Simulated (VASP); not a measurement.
# ScAl3 (P4/mmm) in VASP: notebook, part 2 of 2

VASP 6.6.1.

### 3 Single point, PBEsol (uniaxial strain along a: -2.0 %, then relaxed in part)

Input file INCAR:

```
  PREC = Accurate
  ENCUT = 520
  EDIFF = 1E-7
  ISMEAR = 0
  SIGMA = 0.1
  LREAL = F
  LASPH = T
  NELM = 80
  ALGO = Fast
  ISIF = 2
  LWAVE = F
  LCHARG = F
  GGA = PS
  NBANDS = 18
```

Input file KPOINTS:

```
regular mesh
0
Gamma
  14 14 14
```

Input file POSCAR:

```
ScAl3
1.0
    3.9898726438      0.0000000000      0.0000000000
    0.0000000000      4.0875112865      0.0000000000
    0.0000000000      0.0000000000      4.0875112865
Sc Al
1 3
Direct
    0.0000000000      0.0000000000      0.0000000000
    0.5000000000      0.0000000000      0.5000000000
    0.0000000000      0.5000000000      0.5000000000
    0.5000000000      0.5000000000      0.0000000000
```

Potentials or basis: VASP PAW PBE potentials, release 64 (Sc_sv, Al).

Command:

```sh
$ cat potpaw_PBE.64/Sc_sv/POTCAR potpaw_PBE.64/Al/POTCAR > POTCAR
$ mpirun -np 1 vasp_std > vasp.out
```

OUTCAR:

```text
PREC = Accurate
   ENCUT = 520
   EDIFF = 1E-7
   ISMEAR = 0
   LREAL = F
   LASPH = T
   NELM = 80
   ISIF = 2
   GGA = PS

 ion  position               nearest neighbor table
   1  0.000  0.000  0.000-   2 2.86   4 2.86   2 2.86   4 2.86   2 2.86   4 2.86   2 2.86   4 2.86
                             3 2.89   3 2.89   3 2.89   3 2.89
   2  0.500  0.000  0.500-   1 2.86   3 2.86   1 2.86   3 2.86   1 2.86   3 2.86   1 2.86   3 2.86
                             4 2.89   4 2.89   4 2.89   4 2.89
   3  0.000  0.500  0.500-   2 2.86   4 2.86   4 2.86   2 2.86   2 2.86   4 2.86   4 2.86   2 2.86
                             1 2.89   1 2.89   1 2.89   1 2.89
   4  0.500  0.500  0.000-   1 2.86   3 2.86   3 2.86   1 2.86   1 2.86   3 2.86   3 2.86   1 2.86
                             2 2.89   2 2.89   2 2.89   2 2.89

  LATTYP: Found a simple tetragonal cell.
 ALAT       =     4.0875112865
 C/A-ratio  =     0.9761129362

  Lattice vectors:

 A1 = (   0.0000000000,   4.0875112865,   0.0000000000)
 A2 = (   0.0000000000,   0.0000000000,   4.0875112865)
 A3 = (   3.9898726438,   0.0000000000,   0.0000000000)

Analysis of symmetry for initial positions (statically):
=====================================================================
 Subroutine PRICEL returns:
 Original cell was already a primitive cell.

 Routine SETGRP: Setting up the symmetry group for a
 simple tetragonal supercell.

 Subroutine GETGRP returns: Found 16 space group operations
 (whereof 16 operations were pure point group operations)
 out of a pool of 16 trial point group operations.

The static configuration has the point symmetry D_4h.

Analysis of symmetry for dynamics (positions and initial velocities):
=====================================================================
 Subroutine PRICEL returns:
 Original cell was already a primitive cell.

 Routine SETGRP: Setting up the symmetry group for a
 simple tetragonal supercell.

 Subroutine GETGRP returns: Found 16 space group operations
 (whereof 16 operations were pure point group operations)
 out of a pool of 16 trial point group operations.

The dynamic configuration has the point symmetry D_4h.

 Subroutine INISYM returns: Found 16 space group operations
 (whereof 16 operations are pure point group operations),
 and found     1 'primitive' translations

----------------------------------------------------------------------------------------

                                     Primitive cell

  volume of cell :      66.6618

  direct lattice vectors                    reciprocal lattice vectors
     3.989872644  0.000000000  0.000000000     0.250634566  0.000000000  0.000000000
     0.000000000  4.087511286  0.000000000     0.000000000  0.244647643  0.000000000
     0.000000000  0.000000000  4.087511286     0.000000000  0.000000000  0.244647643

  length of vectors
     3.989872644  4.087511286  4.087511286     0.250634566  0.244647643  0.244647643

  position of ions in fractional coordinates (direct lattice)
     0.000000000  0.000000000  0.000000000
     0.500000000  0.000000000  0.500000000
     0.000000000  0.500000000  0.500000000
     0.500000000  0.500000000  0.000000000

  ion indices of the primitive-cell ions
   primitive index   ion index
                 1           1
                 2           2
[... 32 lines left out ...]
  0.071429  0.000000  0.000000      2.000000
  0.142857  0.000000  0.000000      2.000000
  0.214286  0.000000  0.000000      2.000000
  0.285714  0.000000  0.000000      2.000000
  0.357143  0.000000  0.000000      2.000000
[... 16 lines left out ...]
  0.428571  0.142857  0.000000      8.000000
  0.500000  0.142857  0.000000      4.000000
 [... further k-points ...]
   k-points           NKPTS =    288   k-points in BZ     NKDIM =    288   number of bands    NBANDS=     18
   number of dos      NEDOS =    301   number of ions     NIONS =      4
   total plane-waves  NPLWV =  27000
   dimension x,y,z NGX =    30 NGY =   30 NGZ =   30
   dimension x,y,z NGXF=    60 NGYF=   60 NGZF=   60
   ions per type =               1   3
   NGX,Y,Z   is equivalent  to a cutoff of  12.50, 12.20, 12.20 a.u.
   NGXF,Y,Z  is equivalent  to a cutoff of  25.00, 24.40, 24.40 a.u.
 SYSTEM =  unknown system
   PREC   = accura    normal or accurate (medium, high low for compatibility)
   ISTART =      0    job   : 0-new  1-cont  2-samecut
   ICHARG =      2    charge: 1-file 2-atom 10-const
   ISPIN  =      1    spin polarized calculation?
   LNONCOLLINEAR =      F non collinear calculations
   LSORBIT =      F    spin-orbit coupling
   LASPH  =      T    aspherical Exc in radial PAW
   ENCUT  =  520.0 eV  38.22 Ry    6.18 a.u.   7.42  7.60  7.60*2*pi/ulx,y,z
   NELM   =     80;   NELMIN=  2; NELMDL= -5     # of ELM steps
   EDIFF  = 0.1E-06   stopping-criterion for ELM
   LREAL  =      F    real-space projection
   EDIFFG = 0.1E-05   stopping-criterion for IOM
   NSW    =      0    number of steps for IOM
   IBRION =     -1    ionic relax: 0-MD 1-quasi-New 2-CG
   NFREE  =      0    steps in history (QN), initial steepest desc. (CG)
   ISIF   =      2    stress and relaxation
   ISYM   =      2    0-nonsym 1-usesym 2-fastsym
   POTIM  = 0.5000    time-step for ionic-motion
   TEBEG  =    0.0;   TEEND  =   0.0 temperature during run
   PSTRESS=    0.0 pullay stress
   NELECT =      20.0000    total number of electrons
   NUPDOWN=      -1.0000    fix difference up-down
   EMIN   =  10.00;   EMAX   =-10.00  energy-range for DOS
   EFERMI =   0.00;   METHOD = LEGACY
   ISMEAR =     0;   SIGMA  =   0.10  broadening in eV -4-tet -1-fermi 0-gaus
   EFERMI_NEDOS =   21; number of points for ismear=-14 and -15
   IALGO  =     68    algorithm
   IMIX   =      4    mixing-type and parameters
     AMIX     =   0.40;   BMIX     =  1.00
     AMIX_MAG =   1.60;   BMIX_MAG =  1.00
  volume/ion in A,a.u.               =      16.67       112.46
  Fermi-wavevector in a.u.,A,eV,Ry     =   1.095954  2.071054 16.342178  1.201116
  Thomas-Fermi vector in A             =   2.232288
   LORBIT       =      0    0 simple, 1 ext, 2 COOP (PROOUT), +10 PAW based schemes
   GGA     = PS    functional components
   LHFCALC =     F    Hartree Fock is set to
   AEXX    =    0.0000 exact exchange contribution
   IVDW    =     0    specifies the selected vdW correction
   LEPSILON=     F    determine dielectric tensor
   LRPA    =     F    only Hartree local field effects (RPA)
 non-spin polarized calculation
 RMM-DIIS sequential band-by-band and
 Gauss-broadening in eV      SIGMA  =   0.10
  energy-cutoff  :      520.00
  volume of cell :       66.66
 maximum number of plane-waves:      1816
 NGX is ok and might be reduce to    30
   NGX = 15   NGY = 15   NGZ = 15

 number of electron      19.9999998 magnetization

 Free energy of the ion-electron system (eV)
  ---------------------------------------------------
  ext. energy  EPLUGINS =         0.00000000
  ---------------------------------------------------
  free energy    TOTEN  =       -20.75181168 eV

  energy without entropy =      -20.74529502  energy(sigma->0) =      -20.74855335

 E-fermi :   7.4345     XC(G=0): -10.5947

 val. band max:        7.4287305018   @ k =   0.2143   0.4286   0.0000
 cond. band min:       7.4347035497   @ k =   0.0714   0.5000   0.1429
 fundamental gap:      0.0059730479
 Fermi energy:         7.4345056188

 k-point     1 :       0.0000    0.0000    0.0000
  band No.  band energies     occupation
      1     -41.2408      2.00000
      2     -20.0549      2.00000
      3     -20.0549      2.00000
      4     -20.0371      2.00000
      5      -2.7268      2.00000
      6       4.6412      2.00000
[... 481 lines left out ...]
      5      -0.5798      2.00000
      6       0.2520      2.00000
[... 10 lines left out ...]
     17      11.8029      0.00000
     18      13.1794      0.00000

 [... further k-points ...]

------------------------ aborting loop because EDIFF is reached ----------------------------------------

  FORCE on cell =-STRESS in cart. coord.  units (eV):
  Direction    XX          YY          ZZ          XY          YZ          ZX
  --------------------------------------------------------------------------------------
  -------------------------------------------------------------------------------------
  Total        1.5717863      0.0413765      0.0413765      0.0000000      0.0000000     -0.0000000
  in kB       37.7769699      0.9944603      0.9944603      0.0000000      0.0000000     -0.0000000
  external PRESSURE =      13.2552969 kB  Pullay stress =       0.0000000 kB

 VOLUME and BASIS-vectors are now :
 -----------------------------------------------------------------------------
  energy-cutoff  :      520.00
  volume of cell :       66.66
      direct lattice vectors                 reciprocal lattice vectors
     3.989872644  0.000000000  0.000000000     0.250634566  0.000000000  0.000000000
     0.000000000  4.087511286  0.000000000     0.000000000  0.244647643  0.000000000
     0.000000000  0.000000000  4.087511286     0.000000000  0.000000000  0.244647643

 POSITION                                       TOTAL-FORCE (eV/Angst)
 -----------------------------------------------------------------------------------
      0.00000      0.00000      0.00000         0.000000      0.000000      0.000000
      1.99494      0.00000      2.04376         0.000000      0.000000      0.000000
      0.00000      2.04376      2.04376         0.000000      0.000000      0.000000
      1.99494      2.04376      0.00000         0.000000      0.000000      0.000000
 -----------------------------------------------------------------------------------
    total drift:                                0.000000     -0.000000      0.000000

  FREE ENERGIE OF THE ION-ELECTRON SYSTEM (eV)
  ---------------------------------------------------
  free  energy   TOTEN  =       -20.7518116820 eV

  energy  without entropy=      -20.7452950172  energy(sigma->0) =      -20.74855335
```

Run time: 5.9 min. Hardware: 1 thread of Intel Xeon Platinum 8124M at 3.00GHz (Skylake/Cascade Lake), shared host; peak memory 0.42 GiB.

Results:

- Free energy: -20.7518 eV
- Pressure: 1.3 GPa
- Band gap on the k mesh: zero (band 10 reaches 8.39 eV, above the bottom of band 11 at 4.53 eV)

Levels at points of the mesh, in eV from the Fermi level:
| k point | band 6 | band 7 | band 8 | band 9 | band 10 | band 11 | band 12 | band 13 | band 14 | band 15 |
| --- | --- | --- | --- | --- | --- | --- | --- | --- | --- | --- |
| (0.00, 0.00, 0.00) | -2.79 | -2.55 | -1.94 | -1.94 | -1.59 | 1.21 | 1.24 | 1.33 | 1.33 | 4.97 |
| (0.50, 0.00, 0.00) | -7.37 | -1.82 | -1.82 | -1.60 | 0.92 | 0.95 | 0.95 | 1.31 | 1.63 | 2.40 |
| (0.00, 0.50, 0.00) | -7.44 | -1.87 | -1.60 | -1.53 | 0.92 | 0.93 | 1.23 | 1.47 | 1.66 | 2.11 |
| (0.50, 0.50, 0.00) | -5.66 | -5.60 | -4.44 | -0.66 | -0.59 | 1.13 | 1.28 | 2.11 | 2.62 | 3.38 |
| (0.00, 0.50, 0.50) | -5.74 | -5.74 | -4.44 | -0.45 | -0.45 | 1.36 | 1.57 | 2.03 | 2.45 | 3.71 |
| (0.50, 0.50, 0.50) | -4.85 | -4.83 | -4.57 | -3.02 | -3.02 | -2.91 | 0.96 | 2.58 | 2.74 | 4.12 |

Caveat: the cell differs from its parent crystal (uniaxial strain along a: -2.0 %, then relaxed in part); the PAW data sets were made with another functional, which shifts forces and pressure a little.
